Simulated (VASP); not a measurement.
# H (I4/mmm) in VASP: further runs

Aim: see how the results for H move with the level of theory and the settings. Levels: LDA, PBEsol, RPBE, revPBE. Tasks: single point.

Program: VASP 6.6.1. These are calculated values, not measurements. Logs are shortened: lines on timing, memory, paths and dates and some standing lists are left out, and cuts for length are marked.

## (1) The cell of the first run

Symmetry: I4/mmm, No. 139, tetragonal system. The conventional cell has a = 3.383 Å, b = 3.383 Å, c = 4.117 Å, α = 90.00°, β = 90.00°, γ = 90.00°. Within 1.0 Å of H (site symmetry 4mm) lie 1 H at 0.74 Å.

## (2) Single point, LDA

Contents of INCAR:

```
SYSTEM = H
PREC = Accurate ; ENCUT = 520
EDIFF = 1E-6 ; ISMEAR = 0
SIGMA = 0.02 ; LREAL = .FALSE.
LASPH = .TRUE. ; NELM = 80
ALGO = Normal ; ISIF = 2
LWAVE = .FALSE. ; LCHARG = .FALSE.
GGA = CA ; NBANDS = 8
```

Contents of KPOINTS:

```
regular mesh
0
G
  11 11 11
  0 0 0
```

Contents of POSCAR:

```
H
1.0
   -1.6915344700      1.6915344700      2.0584739900
    1.6915344700     -1.6915344700      2.0584739900
    1.6915344700      1.6915344700     -2.0584739900
H
2
Direct
    0.0901377100      0.0901377100      0.0000000000
    0.9098622900      0.9098622900      0.0000000000
```

Potentials or basis: VASP PAW LDA potentials, release 64 (H).

Started as:

```
cat potpaw_LDA.64/H/POTCAR > POTCAR
mpirun -np 1 vasp_std > vasp.out
```

OUTCAR:

```text
SYSTEM = H
   PREC = Accurate
   ENCUT = 520
   EDIFF = 1E-6
   ISMEAR = 0
   LREAL = .FALSE.
   LASPH = .TRUE.
   NELM = 80
   ISIF = 2
   GGA = CA

 ion  position               nearest neighbor table
   1  0.090  0.090  0.000-   2 0.74
   2  0.910  0.910  0.000-   1 0.74

  LATTYP: Found a body centered tetragonal cell.
 ALAT       =     3.3830689400
 C/A-ratio  =     1.2169270130

  Lattice vectors:

 A1 = (  -1.6915344700,   1.6915344700,   2.0584739900)
 A2 = (   1.6915344700,  -1.6915344700,   2.0584739900)
 A3 = (   1.6915344700,   1.6915344700,  -2.0584739900)

Analysis of symmetry for initial positions (statically):
=====================================================================
 Subroutine PRICEL returns:
 Original cell was already a primitive cell.

 Routine SETGRP: Setting up the symmetry group for a
 body centered tetragonal supercell.

 Subroutine GETGRP returns: Found 16 space group operations
 (whereof 16 operations were pure point group operations)
 out of a pool of 16 trial point group operations.

The static configuration has the point symmetry D_4h.

Analysis of symmetry for dynamics (positions and initial velocities):
=====================================================================
 Subroutine PRICEL returns:
 Original cell was already a primitive cell.

 Routine SETGRP: Setting up the symmetry group for a
 body centered tetragonal supercell.

 Subroutine GETGRP returns: Found 16 space group operations
 (whereof 16 operations were pure point group operations)
 out of a pool of 16 trial point group operations.

The dynamic configuration has the point symmetry D_4h.

 Subroutine INISYM returns: Found 16 space group operations
 (whereof 16 operations are pure point group operations),
 and found     1 'primitive' translations

----------------------------------------------------------------------------------------

                                     Primitive cell

  volume of cell :      23.5596

  direct lattice vectors                    reciprocal lattice vectors
    -1.691534470  1.691534470  2.058473990     0.000000000  0.295589602  0.242898381
     1.691534470 -1.691534470  2.058473990     0.295589602  0.000000000  0.242898381
     1.691534470  1.691534470 -2.058473990     0.295589602  0.295589602  0.000000000

  length of vectors
     3.155929799  3.155929799  3.155929799     0.382587031  0.382587031  0.418026823

  position of ions in fractional coordinates (direct lattice)
     0.090137710  0.090137710  0.000000000
     0.909862290  0.909862290  0.000000000

  ion indices of the primitive-cell ions
   primitive index   ion index
                 1           1
                 2           2

----------------------------------------------------------------------------------------

 KPOINTS: regular mesh

Automatic generation of k-mesh.
 Grid dimensions read from file:
 generate k-points for:   11   11   11

 Generating k-lattice:

  Cartesian coordinates                     Fractional coordinates (reciprocal lattice)
     0.000000000  0.026871782  0.022081671     0.090909091  0.000000000  0.000000000
     0.026871782  0.000000000  0.022081671     0.000000000  0.090909091  0.000000000
     0.026871782  0.026871782  0.000000000     0.000000000  0.000000000  0.090909091

  Length of vectors
     0.034780639  0.034780639  0.038002438

  Shift w.r.t. Gamma in fractional coordinates (k-lattice)
     0.000000000  0.000000000  0.000000000

 Subroutine IBZKPT returns following result:
 ===========================================

 Found    126 irreducible k-points:

 Following reciprocal coordinates:
            Coordinates               Weight
  0.000000  0.000000  0.000000      1.000000
  0.090909  0.000000 -0.000000      8.000000
  0.181818  0.000000  0.000000      8.000000
  0.272727  0.000000  0.000000      8.000000
  0.363636 -0.000000  0.000000      8.000000
  0.454545  0.000000 -0.000000      8.000000
[... 16 lines left out ...]
 -0.272727  0.181818 -0.000000     16.000000
 -0.181818  0.181818  0.000000      4.000000
 [... further k-points ...]
   k-points           NKPTS =    126   k-points in BZ     NKDIM =    126   number of bands    NBANDS=      8
   number of dos      NEDOS =    301   number of ions     NIONS =      2
   total plane-waves  NPLWV =  13824
   dimension x,y,z NGX =    24 NGY =   24 NGZ =   24
   dimension x,y,z NGXF=    48 NGYF=   48 NGZF=   48
   ions per type =               2
   NGX,Y,Z   is equivalent  to a cutoff of  12.64, 12.64, 12.64 a.u.
   NGXF,Y,Z  is equivalent  to a cutoff of  25.29, 25.29, 25.29 a.u.
 SYSTEM =  H
   PREC   = accura    normal or accurate (medium, high low for compatibility)
   ISTART =      0    job   : 0-new  1-cont  2-samecut
   ICHARG =      2    charge: 1-file 2-atom 10-const
   ISPIN  =      1    spin polarized calculation?
   LNONCOLLINEAR =      F non collinear calculations
   LSORBIT =      F    spin-orbit coupling
   LASPH  =      T    aspherical Exc in radial PAW
   ENCUT  =  520.0 eV  38.22 Ry    6.18 a.u.   5.87  5.87  5.87*2*pi/ulx,y,z
   NELM   =     80;   NELMIN=  2; NELMDL= -5     # of ELM steps
   EDIFF  = 0.1E-05   stopping-criterion for ELM
   LREAL  =      F    real-space projection
   EDIFFG = 0.1E-04   stopping-criterion for IOM
   NSW    =      0    number of steps for IOM
   IBRION =     -1    ionic relax: 0-MD 1-quasi-New 2-CG
   NFREE  =      0    steps in history (QN), initial steepest desc. (CG)
   ISIF   =      2    stress and relaxation
   ISYM   =      2    0-nonsym 1-usesym 2-fastsym
   POTIM  = 0.5000    time-step for ionic-motion
   TEBEG  =    0.0;   TEEND  =   0.0 temperature during run
   PSTRESS=    0.0 pullay stress
   NELECT =       2.0000    total number of electrons
   NUPDOWN=      -1.0000    fix difference up-down
   EMIN   =  10.00;   EMAX   =-10.00  energy-range for DOS
   EFERMI =   0.00;   METHOD = LEGACY
   ISMEAR =     0;   SIGMA  =   0.02  broadening in eV -4-tet -1-fermi 0-gaus
   EFERMI_NEDOS =   21; number of points for ismear=-14 and -15
   IALGO  =     38    algorithm
   IMIX   =      4    mixing-type and parameters
     AMIX     =   0.40;   BMIX     =  1.00
     AMIX_MAG =   1.60;   BMIX_MAG =  1.00
  volume/ion in A,a.u.               =      11.78        79.49
  Fermi-wavevector in a.u.,A,eV,Ry     =   0.719497  1.359653  7.043413  0.517676
  Thomas-Fermi vector in A             =   1.808708
   LORBIT       =      0    0 simple, 1 ext, 2 COOP (PROOUT), +10 PAW based schemes
   GGA     = CA    functional components
   LHFCALC =     F    Hartree Fock is set to
   AEXX    =    0.0000 exact exchange contribution
   IVDW    =     0    specifies the selected vdW correction
   LEPSILON=     F    determine dielectric tensor
   LRPA    =     F    only Hartree local field effects (RPA)
 non-spin polarized calculation
 Gauss-broadening in eV      SIGMA  =   0.02
  energy-cutoff  :      520.00
  volume of cell :       23.56
 maximum number of plane-waves:       646
   NGX = 11   NGY = 11   NGZ = 11

 number of electron       2.0000000 magnetization

 Free energy of the ion-electron system (eV)
  ---------------------------------------------------
  ext. energy  EPLUGINS =         0.00000000
  ---------------------------------------------------
  free energy    TOTEN  =        -6.76579883 eV

  energy without entropy =       -6.76579883  energy(sigma->0) =       -6.76579883

 E-fermi :  -7.8684     XC(G=0):  -5.9060

 val. band max:       -8.0567343223   @ k =  -0.4545   0.4545   0.4545
 cond. band min:       0.3613505652   @ k =   0.4545   0.0000  -0.0000
 fundamental gap:      8.4180848876
 Fermi energy:        -7.8683519608

 k-point     1 :       0.0000    0.0000    0.0000
  band No.  band energies     occupation
      1     -10.6017      2.00000
      2       5.0432      0.00000
      3       8.9165      0.00000
      4      15.0659      0.00000
      5      15.0659      0.00000
      6      16.8985      0.00000
      7      16.8985      0.00000
      8      18.3230      0.00000

 k-point     2 :       0.0909    0.0000   -0.0000
  band No.  band energies     occupation
      1     -10.4954      2.00000
      2       4.5875      0.00000
      3       9.0679      0.00000
      4      13.9064      0.00000
      5      14.3311      0.00000
      6      17.0471      0.00000
      7      17.5636      0.00000
      8      18.0039      0.00000

 k-point     3 :       0.1818    0.0000    0.0000
  band No.  band energies     occupation
      1     -10.1922      2.00000
      2       3.5063      0.00000
      3       9.2570      0.00000
      4      12.1035      0.00000
      5      13.3326      0.00000
      6      16.9949      0.00000
      7      17.6412      0.00000
      8      18.0406      0.00000

 k-point     4 :       0.2727    0.0000    0.0000
  band No.  band energies     occupation
      1      -9.7478      2.00000
      2       2.2182      0.00000
      3       9.1122      0.00000
      4      10.9406      0.00000
      5      12.5598      0.00000
      6      15.8251      0.00000
      7      16.8454      0.00000
      8      19.3398      0.00000

 k-point     5 :       0.3636   -0.0000    0.0000
  band No.  band energies     occupation
      1      -9.2741      2.00000
      2       1.0621      0.00000
      3       8.6331      0.00000
      4      10.5353      0.00000
      5      12.0574      0.00000
      6      14.9542      0.00000
      7      16.5787      0.00000
      8      18.9041      0.00000
[... 177 lines left out ...]
 k-point    22 :      -0.3636    0.1818   -0.0000
  band No.  band energies     occupation
      1      -9.4131      2.00000
      2       2.3607      0.00000
      3       6.6993      0.00000
      4       9.9273      0.00000
      5      11.5142      0.00000
      6      16.3876      0.00000
      7      16.5907      0.00000
      8      19.5419      0.00000

 k-point    23 :      -0.2727    0.1818   -0.0000
  band No.  band energies     occupation
      1      -9.8247      2.00000
      2       3.3362      0.00000
      3       7.2458      0.00000
      4      11.0951      0.00000
      5      12.2026      0.00000
      6      14.6193      0.00000
      7      17.1158      0.00000
      8      20.1901      0.00000

 k-point    24 :      -0.1818    0.1818    0.0000
  band No.  band energies     occupation
      1     -10.1273      2.00000
      2       4.0318      0.00000
      3       7.6330      0.00000
      4      12.7862      0.00000
      5      13.3478      0.00000
      6      13.7675      0.00000
      7      17.2468      0.00000
      8      19.6353      0.00000

 [... further k-points ...]

------------------------ aborting loop because EDIFF is reached ----------------------------------------

  FORCE on cell =-STRESS in cart. coord.  units (eV):
  Direction    XX          YY          ZZ          XY          YZ          ZX
  --------------------------------------------------------------------------------------
  -------------------------------------------------------------------------------------
  Total       -0.1318106     -0.1318106      0.5918112      0.0000000      0.0000000      0.0000000
  in kB       -8.9638358     -8.9638358     40.2463688      0.0000000      0.0000000      0.0000000
  external PRESSURE =       7.4395658 kB  Pullay stress =       0.0000000 kB

 VOLUME and BASIS-vectors are now :
 -----------------------------------------------------------------------------
  energy-cutoff  :      520.00
  volume of cell :       23.56
      direct lattice vectors                 reciprocal lattice vectors
    -1.691534470  1.691534470  2.058473990     0.000000000  0.295589602  0.242898381
     1.691534470 -1.691534470  2.058473990     0.295589602  0.000000000  0.242898381
     1.691534470  1.691534470 -2.058473990     0.295589602  0.295589602  0.000000000

 POSITION                                       TOTAL-FORCE (eV/Angst)
 -----------------------------------------------------------------------------------
      0.00000      0.00000      0.37109        -0.000000     -0.000000      0.971137
      0.00000      0.00000      3.74586         0.000000      0.000000     -0.971137
 -----------------------------------------------------------------------------------
    total drift:                               -0.000000      0.000000      0.000000

  FREE ENERGIE OF THE ION-ELECTRON SYSTEM (eV)
  ---------------------------------------------------
  free  energy   TOTEN  =        -6.7657988269 eV

  energy  without entropy=       -6.7657988269  energy(sigma->0) =       -6.76579883
```

It used 27 s of CPU time on 1 thread of AMD EPYC 7R13 Processor (Zen 3), on a shared host.

Results:

```yaml
Free_energy: -6.7658 eV
Pressure: 0.7 GPa
Largest_force: 0.971 eV/Å
Band_gap_on_the_k_mesh: 8.42 eV, indirect (least direct gap 9.27 eV)
```

Forces on the atoms (eV/Å):
```
H    0.000  0.000  0.971
H    0.000  0.000 -0.971
```

## (3) Single point, LDA

This run uses another cell than the first one, of 7.70 Å³/atom, 0.654 times its volume.

Contents of INCAR:

```
PREC     = Accurate       # precision mode
ENCUT    = 520            # plane-wave cutoff, eV
EDIFF    = 1E-7           # SCF threshold, eV
ISMEAR   = -1             # smearing method
SIGMA    = 0.05           # smearing width, eV
LREAL    = False          # projectors in reciprocal space
LASPH    = True           # aspherical terms in the spheres
NELM     = 60             # most SCF steps
ALGO     = Normal         # electronic algorithm
ISIF     = 2              # what is computed and relaxed
LWAVE    = False          # write WAVECAR
LCHARG   = False          # write CHGCAR
NBANDS   = 8              # bands
```

Contents of KPOINTS:

```
regular mesh
0
Gamma
  11 11 11
```

Contents of POSCAR:

```
H
1.0
   -1.4119060795      1.4119060795      1.9308313806
    1.4119060795     -1.4119060795      1.9308313806
    1.4119060795      1.4119060795     -1.9308313806
H
2
Direct
    0.0998267114      0.0998267114      0.0000000000
    0.9001732886      0.9001732886      0.0000000000
```

Potentials or basis: VASP PAW LDA potentials, release 64 (H).

Started as:

```
cat potpaw_LDA.64/H/POTCAR > POTCAR
mpirun -np 1 vasp_std > vasp.out
```

OUTCAR:

```text
PREC = Accurate
   ENCUT = 520
   EDIFF = 1E-7
   ISMEAR = -1
   LREAL = False
   LASPH = True
   NELM = 60
   ISIF = 2

 ion  position               nearest neighbor table
   1  0.100  0.100  0.000-   2 0.77
   2  0.900  0.900  0.000-   1 0.77

  LATTYP: Found a body centered tetragonal cell.
 ALAT       =     2.8238121590
 C/A-ratio  =     1.3675352834

  Lattice vectors:

 A1 = (  -1.4119060795,   1.4119060795,   1.9308313806)
 A2 = (   1.4119060795,  -1.4119060795,   1.9308313806)
 A3 = (   1.4119060795,   1.4119060795,  -1.9308313806)

Analysis of symmetry for initial positions (statically):
=====================================================================
 Subroutine PRICEL returns:
 Original cell was already a primitive cell.

 Routine SETGRP: Setting up the symmetry group for a
 body centered tetragonal supercell.

 Subroutine GETGRP returns: Found 16 space group operations
 (whereof 16 operations were pure point group operations)
 out of a pool of 16 trial point group operations.

The static configuration has the point symmetry D_4h.
[... 164 lines left out ...]
 cond. band min:       0.9214510900   @ k =   0.4545  -0.0000   0.0000
 fundamental gap:      7.3866192584
 Fermi energy:        -5.4816931314

 k-point     1 :       0.0000    0.0000    0.0000
  band No.  band energies     occupation
      1     -11.2557      2.00000
      2      10.0769      0.00000
      3      12.6023      0.00000
      4      20.9129      0.00000
      5      20.9129      0.00000
      6      22.4660      0.00000
      7      22.4660      0.00000
      8      24.1732      0.00000
[... 243 lines left out ...]
 k-point    24 :      -0.1818    0.1818    0.0000
  band No.  band energies     occupation
      1     -10.3621      2.00000
      2       7.9228      0.00000
      3      10.5569      0.00000
      4      16.9273      0.00000
      5      17.7891      0.00000
      6      19.6016      0.00000
      7      24.6192      0.00000
      8      26.2192      0.00000

 [... further k-points ...]

------------------------ aborting loop because EDIFF is reached ----------------------------------------

  FORCE on cell =-STRESS in cart. coord.  units (eV):
  Direction    XX          YY          ZZ          XY          YZ          ZX
  --------------------------------------------------------------------------------------
  -------------------------------------------------------------------------------------
  Total       -0.0299551     -0.0299551     -0.0191038      0.0000000      0.0000000      0.0000000
  in kB       -3.1172100     -3.1172100     -1.9879955      0.0000000      0.0000000      0.0000000
  external PRESSURE =      -2.7408051 kB  Pullay stress =       0.0000000 kB

 VOLUME and BASIS-vectors are now :
 -----------------------------------------------------------------------------
  energy-cutoff  :      520.00
  volume of cell :       15.40
      direct lattice vectors                 reciprocal lattice vectors
    -1.411906080  1.411906080  1.930831381     0.000000000  0.354131204  0.258955808
     1.411906080 -1.411906080  1.930831381     0.354131204  0.000000000  0.258955808
     1.411906080  1.411906080 -1.930831381     0.354131204  0.354131204  0.000000000

 POSITION                                       TOTAL-FORCE (eV/Angst)
 -----------------------------------------------------------------------------------
      0.00000      0.00000      0.38550         0.000000      0.000000      0.018425
      0.00000      0.00000      3.47617        -0.000000     -0.000000     -0.018425
 -----------------------------------------------------------------------------------
    total drift:                               -0.000000     -0.000000      0.000000

  FREE ENERGIE OF THE ION-ELECTRON SYSTEM (eV)
  ---------------------------------------------------
  free  energy   TOTEN  =        -6.8104725987 eV

  energy  without entropy=       -6.8104725987  energy(sigma->0) =       -6.81047260
```

OSZICAR:

```text
N       E                     dE             d eps       ncg     rms          rms(c)
DAV:   1    -0.713255870707E+01   -0.71326E+01   -0.56292E+02  2032   0.179E+02
DAV:   2    -0.730585989283E+01   -0.17330E+00   -0.17330E+00  2736   0.779E+00
DAV:   3    -0.730600523135E+01   -0.14534E-03   -0.14534E-03  2200   0.222E-01
DAV:   4    -0.730600531530E+01   -0.83955E-07   -0.84029E-07  3120   0.550E-03
DAV:   5    -0.730600531532E+01   -0.16236E-10   -0.17759E-10  2240   0.416E-05    0.418E+00
DAV:   6    -0.695978417054E+01    0.34622E+00   -0.20152E-01  2088   0.138E+00    0.226E+00
DAV:   7    -0.680977574343E+01    0.15001E+00   -0.34264E-01  2184   0.190E+00    0.208E-01
DAV:   8    -0.681061939751E+01   -0.84365E-03   -0.16661E-03  2248   0.163E-01    0.724E-02
DAV:   9    -0.681047184173E+01    0.14756E-03   -0.32970E-04  2528   0.607E-02    0.655E-03
DAV:  10    -0.681047241315E+01   -0.57142E-06   -0.26229E-06  2416   0.100E-02    0.133E-03
DAV:  11    -0.681047259718E+01   -0.18403E-06   -0.93868E-08  2520   0.134E-03    0.118E-04
DAV:  12    -0.681047259870E+01   -0.15215E-08   -0.35109E-10  1216   0.925E-05
   1 F= -.68104726E+01 E0= -.68104726E+01  d E =-.274404E-10
```

stdout:

```text
POSCAR found type information on POSCAR H
 POSCAR found :  1 types and       2 ions
 scaLAPACK will be used
 LDA part: xc-table for (Slater(with rela. corr.)+CA(PZ))
 , standard interpolation
 POSCAR, INCAR and KPOINTS ok, starting setup
 FFT: planning ... GRIDC
 FFT: planning ... GRID_SOFT
 FFT: planning ... GRID
 WAVECAR not read
 entering main loop
```

Run time: 4.6 s. Hardware: 1 thread of Intel Xeon 6975P-C (Granite Rapids), shared host; peak memory 0.12 GiB.

What came out:

```
Free energy            : -6.8105 eV
Pressure               : -0.3 GPa
Largest force          : 0.018 eV/Å
Band gap on the k mesh : 7.39 eV, indirect (least direct gap 7.88 eV)
```

Forces on the atoms (eV/Å):
```
H    0.000  0.000  0.018
H    0.000  0.000 -0.018
```

Stress tensor (GPa, compression positive):
```
-0.31  0.00  0.00
 0.00 -0.31  0.00
 0.00  0.00 -0.20
```

Levels at points of the mesh, in eV from the valence-band top:
```
           k point  band 1  band 2  band 3  band 4
(0.00, 0.00, 0.00)   -4.79   16.54   19.07   27.38
```

A k mesh can miss the band edges.

(Continued in part 2 of 2.)
